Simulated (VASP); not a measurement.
# SnSe (Pnma) in VASP: a series of runs, part 2 of 2

VASP 6.6.1.

## 3. Relaxation of cell and atoms, PBE

File INCAR:

```
SYSTEM = SnSe
PREC = Accurate
ENCUT = 500
EDIFF = 1E-7
ISMEAR = 0
SIGMA = 0.01
LREAL = .False.
LASPH = .True.
NELM = 120
ALGO = Normal
ISIF = 3
LWAVE = .False.
LCHARG = .False.
GGA = PE
IBRION = 2
NSW = 80
EDIFFG = -0.001
GGA_COMPAT = .False.
NELMIN = 4
KPAR = 4
```

File KPOINTS:

```
Automatic mesh
0
Gamma
  4 6 6
  0 0 0
```

File POSCAR:

```
SnSe
1.0
   11.7965392480      0.0000000000      0.0000000000
    0.0000000000      4.2052231714      0.0000000000
    0.0000000000      0.0000000000      4.5679500320
Sn Se
4 4
Direct
    0.1214436867      0.2500000000      0.1165654167
    0.3785563133      0.7500000000      0.6165654167
    0.6214436867      0.2500000000      0.3834345833
    0.8785563133      0.7500000000      0.8834345833
    0.3548258886      0.2500000000      0.0239479063
    0.1451741114      0.7500000000      0.5239479063
    0.8548258886      0.2500000000      0.4760520937
    0.6451741114      0.7500000000      0.9760520937
```

Potentials or basis: VASP PAW PBE potentials, release 64 (Sn_d, Se).

Launch:

```
$ cat potpaw_PBE.64/Sn_d/POTCAR potpaw_PBE.64/Se/POTCAR > POTCAR
$ mpirun -np 4 vasp_std > vasp.out
```

OUTCAR:

```text
SYSTEM = SnSe
   PREC = Accurate
   ENCUT = 500
   EDIFF = 1E-7
   ISMEAR = 0
   LREAL = .False.
   LASPH = .True.
   NELM = 120
   ISIF = 3
   GGA = PE
   IBRION = 2
   NSW = 80
   EDIFFG = -0.001
   NELMIN = 4

 ion  position               nearest neighbor table
   1  0.121  0.250  0.117-   5 2.79   6 2.82   6 2.82   4 3.71   4 3.71
   2  0.379  0.750  0.617-   6 2.79   5 2.82   5 2.82   3 3.71   3 3.71
   3  0.621  0.250  0.383-   7 2.79   8 2.82   8 2.82   2 3.71   2 3.71
   4  0.879  0.750  0.883-   8 2.79   7 2.82   7 2.82   1 3.71   1 3.71
   5  0.355  0.250  0.024-   1 2.79   2 2.82   2 2.82
   6  0.145  0.750  0.524-   2 2.79   1 2.82   1 2.82
   7  0.855  0.250  0.476-   3 2.79   4 2.82   4 2.82
   8  0.645  0.750  0.976-   4 2.79   3 2.82   3 2.82

  LATTYP: Found a simple orthorhombic cell.
 ALAT       =     4.2052231714
 B/A-ratio  =     1.0862562689
 C/A-ratio  =     2.8052112259

  Lattice vectors:

 A1 = (   0.0000000000,   4.2052231714,   0.0000000000)
 A2 = (   0.0000000000,   0.0000000000,   4.5679500320)
 A3 = (  11.7965392480,   0.0000000000,   0.0000000000)

Analysis of symmetry for initial positions (statically):
=====================================================================
 Subroutine PRICEL returns:
 Original cell was already a primitive cell.

 Routine SETGRP: Setting up the symmetry group for a
 simple orthorhombic supercell.

 Subroutine GETGRP returns: Found  8 space group operations
 (whereof  2 operations were pure point group operations)
 out of a pool of  8 trial point group operations.

The static configuration has the point symmetry S_2 .
 The point group associated with its full space group is D_2h.

Analysis of symmetry for dynamics (positions and initial velocities):
=====================================================================
 Subroutine PRICEL returns:
 Original cell was already a primitive cell.

 Routine SETGRP: Setting up the symmetry group for a
[... 160 lines left out ...]

 number of electron      79.9999978 magnetization

 Free energy of the ion-electron system (eV)
  ---------------------------------------------------
  ext. energy  EPLUGINS =         0.00000000
  ---------------------------------------------------
  free energy    TOTEN  =       -32.89085705 eV

  energy without entropy =      -32.89085705  energy(sigma->0) =      -32.89085705

------------------------ aborting loop because EDIFF is reached ----------------------------------------

  FORCE on cell =-STRESS in cart. coord.  units (eV):
  Direction    XX          YY          ZZ          XY          YZ          ZX
  --------------------------------------------------------------------------------------
  -------------------------------------------------------------------------------------
  Total        0.0461540      0.0519798      0.0142085      0.0000000     -0.0000000      0.0000000
  in kB        0.3263284      0.3675190      0.1004605      0.0000000     -0.0000000      0.0000000
  external PRESSURE =       0.2647693 kB  Pullay stress =       0.0000000 kB
[... 107 lines left out ...]
  FREE ENERGIE OF THE ION-ELECTRON SYSTEM (eV)
  ---------------------------------------------------
  free  energy   TOTEN  =       -32.8909079573 eV

  energy  without entropy=      -32.8909079573  energy(sigma->0) =      -32.89090796

[... ionic steps 4 to 18 ...]

--------------------------------------- Ionic step       19  -------------------------------------------

 number of electron      79.9999981 magnetization

------------------------ aborting loop because EDIFF is reached ----------------------------------------
[... 79 lines left out ...]
--------------------------------------- Ionic step       21  -------------------------------------------

 number of electron      79.9999981 magnetization

 Free energy of the ion-electron system (eV)
  ---------------------------------------------------
  ext. energy  EPLUGINS =         0.00000000
  ---------------------------------------------------
  free energy    TOTEN  =       -32.89103265 eV

  energy without entropy =      -32.89103265  energy(sigma->0) =      -32.89103265

 E-fermi :   4.8582     XC(G=0):  -9.4239

 val. band max:        4.8150165269   @ k =   0.0000   0.0000   0.3333
 cond. band min:       5.4386839070   @ k =   0.0000   0.3333   0.0000
 fundamental gap:      0.6236673802
 Fermi energy:         4.8582471741

 k-point     1 :       0.0000    0.0000    0.0000
  band No.  band energies     occupation
      1     -16.4787      2.00000
      2     -16.4711      2.00000
      3     -16.4673      2.00000
      4     -16.4651      2.00000
      5     -16.4647      2.00000
      6     -16.4620      2.00000
[... 1213 lines left out ...]
     47       8.0017      0.00000
     48       8.0017      0.00000

 [... further k-points ...]

------------------------ aborting loop because EDIFF is reached ----------------------------------------

  FORCE on cell =-STRESS in cart. coord.  units (eV):
  Direction    XX          YY          ZZ          XY          YZ          ZX
  --------------------------------------------------------------------------------------
  -------------------------------------------------------------------------------------
  Total       -0.0078126     -0.0038054     -0.0007362      0.0000000     -0.0000000      0.0000000
  in kB       -0.0553253     -0.0269481     -0.0052137      0.0000000     -0.0000000      0.0000000
  external PRESSURE =      -0.0291624 kB  Pullay stress =       0.0000000 kB
[... 23 lines left out ...]
  FREE ENERGIE OF THE ION-ELECTRON SYSTEM (eV)
  ---------------------------------------------------
  free  energy   TOTEN  =       -32.8910326480 eV

  energy  without entropy=      -32.8910326480  energy(sigma->0) =      -32.89103265

 reached required accuracy - stopping structural energy minimisation
```

OSZICAR:

```text
N       E                     dE             d eps       ncg     rms          rms(c)
DAV:   1     0.856460180256E+03    0.85646E+03   -0.36280E+04  4952   0.205E+03
DAV:   2     0.110985860916E+03   -0.74547E+03   -0.72507E+03  4640   0.601E+02
[... 162 lines left out ...]
  20 F= -.32891032E+02 E0= -.32891032E+02  d E =-.807511E-06
       N       E                     dE             d eps       ncg     rms          rms(c)
DAV:   1    -0.328910310062E+02    0.11138E-05   -0.54617E-04  5216   0.959E-02    0.595E-03
DAV:   2    -0.328910326733E+02   -0.16671E-05   -0.20018E-05  6600   0.291E-02    0.273E-03
DAV:   3    -0.328910326680E+02    0.52496E-08   -0.28728E-07  3664   0.382E-03    0.192E-03
DAV:   4    -0.328910326480E+02    0.20029E-07   -0.14756E-07  2616   0.384E-03
  21 F= -.32891033E+02 E0= -.32891033E+02  d E =-.137612E-05
```

CONTCAR:

```text
SnSe
   1.00000000000000
    11.7941074193036677    0.0000000000000000    0.0000000000000000
     0.0000000000000000    4.2094366980980631    0.0000000000000001
     0.0000000000000000   -0.0000000000000000    4.5571520416062503
  Sn              Se
     4     4
Direct
     0.1212925885343681    0.2500000000000000    0.1158600501921298
     0.3787074114656320    0.7500000000000000    0.6158600501921297
     0.6212925885343681    0.2500000000000000    0.3841399498078702
     0.8787074114656319    0.7500000000000000    0.8841399498078703
     0.3549978363918155    0.2500000000000000    0.0246305772625680
     0.1450021636081845    0.7500000000000000    0.5246305772625681
     0.8549978363918154    0.2500000000000000    0.4753694227374320
     0.6450021636081846    0.7500000000000000    0.9753694227374319

  0.00000000E+00  0.00000000E+00  0.00000000E+00
  0.00000000E+00  0.00000000E+00  0.00000000E+00
  0.00000000E+00  0.00000000E+00  0.00000000E+00
  0.00000000E+00  0.00000000E+00  0.00000000E+00
  0.00000000E+00  0.00000000E+00  0.00000000E+00
  0.00000000E+00  0.00000000E+00  0.00000000E+00
  0.00000000E+00  0.00000000E+00  0.00000000E+00
  0.00000000E+00  0.00000000E+00  0.00000000E+00
```

It took 13 min on 4 MPI ranks of Intel Xeon Platinum 8488C (Sapphire Rapids), shared host; peak memory 0.58 GiB.

Results:

| Item | Value |
| --- | --- |
| Free energy | -32.8910 eV |
| Relaxed volume | 28.28 Å³/atom |
| Relaxed cell | a = 11.794 Å, b = 4.209 Å, c = 4.557 Å, α = 90.00°, β = 90.00°, γ = 90.00° |
| Space group after relaxing (to 0.1 Å) | Pnma (No. 62) |
| Energy gained by relaxing | 0.0 meV/atom |
| Ionic steps | 21 |
| Pressure after relaxing | 0.0 GPa |
| Band gap on the k mesh | 0.62 eV (least direct gap 0.85 eV) |

Step by step:
| step | energy change (eV) | largest force (eV/Å) | pressure (GPa) | volume (Å³) |
| --- | --- | --- | --- | --- |
| 1 | 0.0000 | 0.0143 | 0.03 | 226.60 |
| 2 | -0.0001 | 0.0054 | -0.02 | 226.76 |
| 3 | -0.0001 | 0.0041 | -0.03 | 226.78 |
| 4 | -0.0001 | 0.0035 | -0.02 | 226.68 |
| 5 | -0.0001 | 0.0017 | -0.01 | 226.40 |
| 6 | -0.0001 | 0.0048 | 0.03 | 225.83 |
| 7 | -0.0002 | 0.0016 | 0.01 | 226.21 |
| 8 | -0.0002 | 0.0015 | 0.00 | 226.24 |
| 9 | -0.0002 | 0.0017 | 0.00 | 226.23 |
| 10 | -0.0002 | 0.0010 | 0.00 | 226.24 |
| 11 | -0.0002 | 0.0011 | 0.00 | 226.24 |
| 12 | -0.0002 | 0.0010 | 0.00 | 226.24 |
| 13 | -0.0002 | 0.0006 | 0.00 | 226.23 |
| 14 | -0.0002 | 0.0009 | 0.00 | 226.22 |
| 15 | -0.0002 | 0.0012 | 0.00 | 226.24 |
| 16 | -0.0002 | 0.0013 | 0.00 | 226.24 |
| 17 | -0.0002 | 0.0014 | 0.00 | 226.25 |
| 18 | -0.0002 | 0.0017 | 0.00 | 226.25 |
| 19 | -0.0002 | 0.0016 | 0.00 | 226.24 |
| 20 | -0.0002 | 0.0009 | 0.00 | 226.24 |
| 21 | -0.0002 | 0.0007 | 0.00 | 226.25 |

Final structure:
```
CELL_PARAMETERS angstrom
11.79411 0.00000 0.00000
0.00000 4.20944 0.00000
0.00000 0.00000 4.55715
ATOMIC_POSITIONS crystal
Sn 0.12129 0.25000 0.11586
Sn 0.37871 0.75000 0.61586
Sn 0.62129 0.25000 0.38414
Sn 0.87871 0.75000 0.88414
Se 0.35500 0.25000 0.02463
Se 0.14500 0.75000 0.52463
Se 0.85500 0.25000 0.47537
Se 0.64500 0.75000 0.97537
```

Caveat: spin-orbit coupling is left out, which moves the levels of the heavy elements.

## 4. How close it comes

Step 2. Measured gap of SnSe: 0.89 eV (indirect; 300 K; “Linear dichroism of the optical properties of SnS and SnSe van der Waals crystals”, 2024, arxiv:2409.17412). This calculation gives 0.63 eV (-0.26 eV). 2 values of this kind are on record (0.89 to 0.99 eV); this one was drawn at random. Spin-orbit coupling on Se, Sn is left out. The value is that of PBE on a finite k mesh, which can miss the band edges, without temperature or zero-point motion. Semilocal functionals fall short of measured gaps as a rule.
